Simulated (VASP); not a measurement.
PtSe (rocksalt type):

```
Pt Se
1.0
     0.00000    2.50247    2.50247
     2.50247    0.00000    2.50247
     2.50247    2.50247    0.00000
Pt Se
1 1
Direct
  0.00000 0.00000 0.00000
  0.50000 0.50000 0.50000
```

| Item | Value |
| --- | --- |
| Program | VASP 6.6.1 |
| Task | relaxation of cell and atoms |
| Functional | PBEsol |
| Potentials or basis | VASP PAW PBE potentials, release 64 (Pt, Se) |
| Cutoff | 600 eV |
| k mesh | 14 × 14 × 14 |
| Occupations | fermi-dirac, width 0.05 eV |
| Spin | no spin polarisation |

At the start: pressure 25.5 GPa; volume 15.67 Å³/atom.

Task: How do energy, volume and symmetry change on relaxing?

Result: Over 19 steps the energy falls by 142.9 meV/atom and the volume is 17.71 Å³/atom (+13.0 %); space group Fm-3m (No. 225, to 0.05 Å).

Step by step:
| step | energy change (eV) | largest force (eV/Å) | pressure (GPa) | volume (Å³) |
| --- | --- | --- | --- | --- |
| 1 | 0.0000 | 0.0000 | 25.46 | 31.34 |
| 2 | 0.3614 | 0.0000 | -19.21 | 44.05 |
| 3 | -0.2848 | 0.0000 | -1.20 | 35.70 |
| 4 | -0.2859 | 0.0000 | -0.23 | 35.47 |
| 5 | -0.2859 | 0.0000 | 0.14 | 35.38 |
| 6 | -0.2859 | 0.0000 | 0.14 | 35.38 |
| 7 | -0.2859 | 0.0000 | 0.14 | 35.39 |
| 8 | -0.2859 | 0.0000 | 0.13 | 35.39 |
| 9 | -0.2859 | 0.0000 | 0.13 | 35.39 |
| 10 | -0.2859 | 0.0000 | 0.13 | 35.39 |
| 11 | -0.2859 | 0.0000 | 0.13 | 35.39 |
| 12 | -0.2859 | 0.0000 | 0.13 | 35.39 |
| 13 | -0.2859 | 0.0000 | 0.13 | 35.39 |
| 14 | -0.2859 | 0.0000 | 0.13 | 35.39 |
| 15 | -0.2859 | 0.0000 | 0.13 | 35.39 |
| 16 | -0.2859 | 0.0000 | 0.12 | 35.39 |
| 17 | -0.2859 | 0.0000 | 0.10 | 35.39 |
| 18 | -0.2859 | 0.0000 | 0.07 | 35.40 |
| 19 | -0.2859 | 0.0000 | 0.01 | 35.41 |

Final structure:
```
Pt Se
1.0
     0.00000    2.60644    2.60644
     2.60644    0.00000    2.60644
     2.60644    2.60644    0.00000
Pt Se
1 1
Cartesian
  0.0000 0.0000 0.0000
  2.6064 2.6064 2.6064
```

Caveat: the PAW data sets were made with another functional, which shifts forces and pressure a little.
